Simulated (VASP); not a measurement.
# PbI2 (P-3m1) in VASP: a series of runs

The runs below take PbI2 through single point, with PBE-based global hybrid with 30 % exact exchange, PBE-based global hybrid with 35 % exact exchange.

Everything below comes from runs of VASP 6.6.1. Logs are shortened: lines on timing, memory, paths and dates and some standing lists are left out, and cuts for length are marked.

## Step 1: The cell of the first run

Symmetry: P-3m1, No. 164, trigonal system. Conventional cell: a = 4.566 Å, b = 4.566 Å, c = 7.041 Å, α = 90.00°, β = 90.00°, γ = 120.00°. Pb (site symmetry -3m) has 6 I at 3.24 Å within 4.3 Å. I (site symmetry 3m) has 3 Pb at 3.24 Å and 3 I at 4.21 Å within 4.3 Å.

## Step 2: Single point, PBE-based global hybrid with 30 % exact exchange

POSCAR

```
PbI2
1.0
    4.5657260587      0.0000000000      0.0000000000
   -2.2828630293      3.9540347535      0.0000000000
    0.0000000000      0.0000000000      7.0410820790
Pb I
1 2
Direct
    0.0000000000      0.0000000000      0.0000000000
    0.3333333333      0.6666666667      0.2667794131
    0.6666666667      0.3333333333      0.7332205869
```

INCAR.step1

```
PREC = Accurate ; ENCUT = 400
EDIFF = 1E-5 ; ISMEAR = 0
SIGMA = 0.01 ; LREAL = False
LASPH = True ; NELM = 120
ALGO = Normal ; ISIF = 2
LWAVE = True ; LCHARG = False
GGA = PE ; NBANDS = 21
GGA_COMPAT = False
```

INCAR.step2

```
PREC = Accurate ; ENCUT = 400
EDIFF = 1E-6 ; ISMEAR = 0
SIGMA = 0.01 ; LREAL = False
LASPH = True ; NELM = 120
ALGO = Normal ; ISIF = 2
LWAVE = False ; LCHARG = False
GGA = PE ; LHFCALC = True
AEXX = 0.3 ; PRECFOCK = Normal
ISTART = 1 ; NBANDS = 21
GGA_COMPAT = False
```

KPOINTS

```
Automatic mesh
0
Gamma
  6 6 2
```

Potentials or basis: VASP PAW PBE potentials, release 64 (Pb_d, I).

Started as:

```console
> cat potpaw_PBE.64/Pb_d/POTCAR potpaw_PBE.64/I/POTCAR > POTCAR
> cp INCAR.step1 INCAR
> mpirun -np 1 vasp_std > vasp.out
> cp INCAR.step2 INCAR
> mpirun -np 1 vasp_std > vasp.out
```

OUTCAR:

```text
PREC = Accurate
   ENCUT = 400
   EDIFF = 1E-6
   ISMEAR = 0
   LREAL = False
   LASPH = True
   NELM = 120
   ISIF = 2
   GGA = PE
   LHFCALC = True
   AEXX = 0.3
   PRECFOCK = Normal
   ISTART = 1

 ion  position               nearest neighbor table
   1  0.000  0.000  0.000-   2 3.24   3 3.24   2 3.24   3 3.24   3 3.24   2 3.24
   2  0.333  0.667  0.267-   1 3.24   1 3.24   1 3.24
   3  0.667  0.333  0.733-   1 3.24   1 3.24   1 3.24

  LATTYP: Found a hexagonal cell.
 ALAT       =     4.5657260587
 C/A-ratio  =     1.5421604337

  Lattice vectors:

 A1 = (   4.5657260587,   0.0000000000,   0.0000000000)
 A2 = (  -2.2828630293,   3.9540347535,   0.0000000000)
 A3 = (   0.0000000000,   0.0000000000,   7.0410820790)

Analysis of symmetry for initial positions (statically):
=====================================================================
 Subroutine PRICEL returns:
 Original cell was already a primitive cell.

 Routine SETGRP: Setting up the symmetry group for a
 hexagonal supercell.

 Subroutine GETGRP returns: Found 12 space group operations
 (whereof 12 operations were pure point group operations)
 out of a pool of 24 trial point group operations.

The static configuration has the point symmetry D_3d.

Analysis of symmetry for dynamics (positions and initial velocities):
=====================================================================
 Subroutine PRICEL returns:
 Original cell was already a primitive cell.

 Routine SETGRP: Setting up the symmetry group for a
 hexagonal supercell.

 Subroutine GETGRP returns: Found 12 space group operations
 (whereof 12 operations were pure point group operations)
 out of a pool of 24 trial point group operations.

The dynamic configuration has the point symmetry D_3d.

 Subroutine INISYM returns: Found 12 space group operations
 (whereof 12 operations are pure point group operations),
 and found     1 'primitive' translations

----------------------------------------------------------------------------------------

                                     Primitive cell

  volume of cell :     127.1129

  direct lattice vectors                    reciprocal lattice vectors
     4.565726059  0.000000000  0.000000000     0.219023215  0.126453112  0.000000000
    -2.282863029  3.954034754  0.000000000     0.000000000  0.252906224  0.000000000
     0.000000000  0.000000000  7.041082079     0.000000000  0.000000000  0.142023625

  length of vectors
     4.565726059  4.565726059  7.041082079     0.252906224  0.252906224  0.142023625

  position of ions in fractional coordinates (direct lattice)
     0.000000000  0.000000000  0.000000000
     0.333333333  0.666666667  0.266779413
     0.666666667  0.333333333  0.733220587

  ion indices of the primitive-cell ions
   primitive index   ion index
                 1           1
                 2           2
                 3           3

----------------------------------------------------------------------------------------

 KPOINTS: Automatic mesh

Automatic generation of k-mesh.
 Grid dimensions read from file:
 generate k-points for:    6    6    2

 Generating k-lattice:

  Cartesian coordinates                     Fractional coordinates (reciprocal lattice)
     0.036503869  0.021075519  0.000000000     0.166666667  0.000000000  0.000000000
     0.000000000  0.042151037  0.000000000     0.000000000  0.166666667  0.000000000
     0.000000000  0.000000000  0.071011812     0.000000000  0.000000000  0.500000000

  Length of vectors
     0.042151037  0.042151037  0.071011812

  Shift w.r.t. Gamma in fractional coordinates (k-lattice)
     0.000000000  0.000000000  0.000000000

 Subroutine IBZKPT returns following result:
 ===========================================

 Found     14 irreducible k-points:

 Following reciprocal coordinates:
            Coordinates               Weight
  0.000000  0.000000  0.000000      1.000000
  0.166667 -0.000000  0.000000      6.000000
  0.333333 -0.000000  0.000000      6.000000
  0.500000 -0.000000  0.000000      3.000000
  0.166667  0.166667  0.000000      6.000000
  0.333333  0.166667  0.000000     12.000000
  0.333333  0.333333  0.000000      2.000000
  0.000000  0.000000  0.500000      1.000000
  0.166667 -0.000000  0.500000      6.000000
  0.333333 -0.000000  0.500000      6.000000
  0.500000 -0.000000  0.500000      3.000000
  0.166667  0.166667  0.500000      6.000000
  0.333333  0.166667  0.500000     12.000000
  0.333333  0.333333  0.500000      2.000000
   k-points           NKPTS =     14   k-points in BZ     NKDIM =     72   number of bands    NBANDS=     21
   number of dos      NEDOS =    301   number of ions     NIONS =      3
   total plane-waves  NPLWV =  43200
   dimension x,y,z NGX =    30 NGY =   30 NGZ =   48
   dimension x,y,z NGXF=    60 NGYF=   60 NGZF=   96
   ions per type =               1   2
   NGX,Y,Z   is equivalent  to a cutoff of  10.92, 10.92, 11.33 a.u.
   NGXF,Y,Z  is equivalent  to a cutoff of  21.85, 21.85, 22.67 a.u.
 SYSTEM =  unknown system
   PREC   = accura    normal or accurate (medium, high low for compatibility)
   ISTART =      1    job   : 0-new  1-cont  2-samecut
   ICHARG =      0    charge: 1-file 2-atom 10-const
   ISPIN  =      1    spin polarized calculation?
   LNONCOLLINEAR =      F non collinear calculations
   LSORBIT =      F    spin-orbit coupling
   LASPH  =      T    aspherical Exc in radial PAW
   ENCUT  =  400.0 eV  29.40 Ry    5.42 a.u.   7.45  7.45 11.48*2*pi/ulx,y,z
   NELM   =    120;   NELMIN=  2; NELMDL=  0     # of ELM steps
   EDIFF  = 0.1E-05   stopping-criterion for ELM
   LREAL  =      F    real-space projection
   EDIFFG = 0.1E-04   stopping-criterion for IOM
   NSW    =      0    number of steps for IOM
   IBRION =     -1    ionic relax: 0-MD 1-quasi-New 2-CG
   NFREE  =      0    steps in history (QN), initial steepest desc. (CG)
   ISIF   =      2    stress and relaxation
   ISYM   =      3    0-nonsym 1-usesym 2-fastsym
   POTIM  = 0.5000    time-step for ionic-motion
   TEBEG  =    0.0;   TEEND  =   0.0 temperature during run
   PSTRESS=    0.0 pullay stress
   NELECT =      28.0000    total number of electrons
   NUPDOWN=      -1.0000    fix difference up-down
   EMIN   =  10.00;   EMAX   =-10.00  energy-range for DOS
   EFERMI =   0.00;   METHOD = LEGACY
   ISMEAR =     0;   SIGMA  =   0.01  broadening in eV -4-tet -1-fermi 0-gaus
   EFERMI_NEDOS =   21; number of points for ismear=-14 and -15
   IALGO  =     38    algorithm
   IMIX   =      1    mixing-type and parameters
     AMIX     =   0.40;   BMIX     =  1.00
     AMIX_MAG =   1.60;   BMIX_MAG =  1.00
  volume/ion in A,a.u.               =      42.37       285.93
  Fermi-wavevector in a.u.,A,eV,Ry     =   0.988699  1.868371 13.300055  0.977526
  Thomas-Fermi vector in A             =   2.120245
   LORBIT       =      0    0 simple, 1 ext, 2 COOP (PROOUT), +10 PAW based schemes
   GGA     = PE    functional components
   LHFCALC =     T    Hartree Fock is set to
   PRECFOCK=normal    Normal, Fast or Accurate (Low or Medium for compatibility)
   ENCUT4O =  -1.0   cutoff for four orbital integrals eV
   NKREDX  =     1    reduce k-point grid by
   NKREDY  =     1    reduce k-point grid by
   NKREDZ  =     1    reduce k-point grid by
   AEXX    =    0.3000 exact exchange contribution
   HFSCREEN=    0.0000 screening length (either q_TF or 0.3 A-1)
   HFSCREENC=   0.0000 screening length for correlation (either q_TF or 0.3 A-1)
   ENCUTFOCK=  -1.0 apply spherical cutoff to Coloumb kernel
   IVDW    =     0    specifies the selected vdW correction
   LEPSILON=     F    determine dielectric tensor
   LRPA    =     F    only Hartree local field effects (RPA)
 non-spin polarized calculation
 Gauss-broadening in eV      SIGMA  =   0.01
  energy-cutoff  :      400.00
  volume of cell :      127.11
 maximum number of plane-waves:      2326
 NGX is ok and might be reduce to    30
  NGX = 24; NGY = 24; NGZ = 36

 number of electron      27.9999998 magnetization

 Free energy of the ion-electron system (eV)
  ---------------------------------------------------
  ext. energy  EPLUGINS =         0.00000000
  ---------------------------------------------------
  free energy    TOTEN  =       -12.09934141 eV

  energy without entropy =      -12.09934141  energy(sigma->0) =      -12.09934141

 E-fermi :   1.6235     XC(G=0):  -6.0626

 val. band max:        1.5382566264   @ k =   0.0000   0.0000   0.5000
 cond. band min:       5.3951907306   @ k =   0.0000   0.0000   0.5000
 fundamental gap:      3.8569341042
 Fermi energy:         1.6234890474

 k-point     1 :       0.0000    0.0000    0.0000
  band No.  band energies     occupation
      1     -16.6947      2.00000
      2     -16.6947      2.00000
      3     -16.6684      2.00000
      4     -16.6614      2.00000
      5     -16.6614      2.00000
      6     -12.1073      2.00000
[... 13 lines left out ...]
     20      11.3006      0.00000
     21      11.3310      0.00000

 k-point     2 :       0.1667   -0.0000    0.0000
  band No.  band energies     occupation
      1     -16.7050      2.00000
      2     -16.6923      2.00000
      3     -16.6660      2.00000
      4     -16.6624      2.00000
      5     -16.6595      2.00000
      6     -11.9689      2.00000
[... 13 lines left out ...]
     20      10.8004      0.00000
     21      11.4447      0.00000

 k-point     3 :       0.3333   -0.0000    0.0000
  band No.  band energies     occupation
      1     -16.7263      2.00000
      2     -16.6894      2.00000
      3     -16.6679      2.00000
      4     -16.6569      2.00000
      5     -16.6536      2.00000
      6     -11.6297      2.00000
[... 13 lines left out ...]
     20      11.7268      0.00000
     21      12.3160      0.00000
[... 217 lines left out ...]
 k-point    13 :       0.3333    0.1667    0.5000
  band No.  band energies     occupation
      1     -16.7287      2.00000
      2     -16.6967      2.00000
      3     -16.6655      2.00000
      4     -16.6563      2.00000
      5     -16.6516      2.00000
      6     -11.3136      2.00000
[... 13 lines left out ...]
     20      11.5928      0.00000
     21      11.7069      0.00000

 k-point    14 :       0.3333    0.3333    0.5000
  band No.  band energies     occupation
      1     -16.7149      2.00000
      2     -16.7149      2.00000
      3     -16.6581      2.00000
      4     -16.6581      2.00000
      5     -16.6554      2.00000
      6     -11.1919      2.00000
[... 13 lines left out ...]
     20      11.1101      0.00000
     21      11.5901      0.00000

------------------------ aborting loop because EDIFF is reached ----------------------------------------

  FORCE on cell =-STRESS in cart. coord.  units (eV):
  Direction    XX          YY          ZZ          XY          YZ          ZX
  --------------------------------------------------------------------------------------
  -------------------------------------------------------------------------------------
  Total        0.4227253      0.4227253      0.3361789      0.0000000      0.0000000     -0.0000000
  in kB        5.3281826      5.3281826      4.2373205      0.0000000      0.0000000     -0.0000000
  external PRESSURE =       4.9645619 kB  Pullay stress =       0.0000000 kB

 VOLUME and BASIS-vectors are now :
 -----------------------------------------------------------------------------
  energy-cutoff  :      400.00
  volume of cell :      127.11
      direct lattice vectors                 reciprocal lattice vectors
     4.565726059  0.000000000  0.000000000     0.219023215  0.126453112  0.000000000
    -2.282863029  3.954034754  0.000000000     0.000000000  0.252906224  0.000000000
     0.000000000  0.000000000  7.041082079     0.000000000  0.000000000  0.142023625

 POSITION                                       TOTAL-FORCE (eV/Angst)
 -----------------------------------------------------------------------------------
      0.00000      0.00000      0.00000        -0.000000      0.000000      0.000000
     -0.00000      2.63602      1.87842        -0.000000     -0.000000     -0.093671
      2.28286      1.31801      5.16267         0.000000      0.000000      0.093671
 -----------------------------------------------------------------------------------
    total drift:                               -0.000000     -0.000001     -0.000005

  FREE ENERGIE OF THE ION-ELECTRON SYSTEM (eV)
  ---------------------------------------------------
  free  energy   TOTEN  =       -12.0993414068 eV

  energy  without entropy=      -12.0993414068  energy(sigma->0) =      -12.09934141
```

Wall time 38 min (1 thread of Intel Xeon Platinum 8259CL at 2.50GHz (Skylake/Cascade Lake), shared host); peak memory 0.24 GiB.

Results:

```
Free energy            : -12.0993 eV
Pressure               : 0.5 GPa
Largest force          : 0.094 eV/Å
Band gap on the k mesh : 3.86 eV
```

Forces on the atoms (eV/Å):
```
Pb   0.000  0.000  0.000
I    0.000  0.000 -0.094
I    0.000  0.000  0.094
```

Stress tensor (GPa, compression positive):
```
0.53 0.00 0.00
0.00 0.53 0.00
0.00 0.00 0.42
```

Caveat: the k points lie up to 0.45 Å⁻¹ apart; the PAW data sets were made with another functional, which shifts forces and pressure a little; spin-orbit coupling is left out, which moves the levels of the heavy elements.

(Continued in part 2 of 2.)
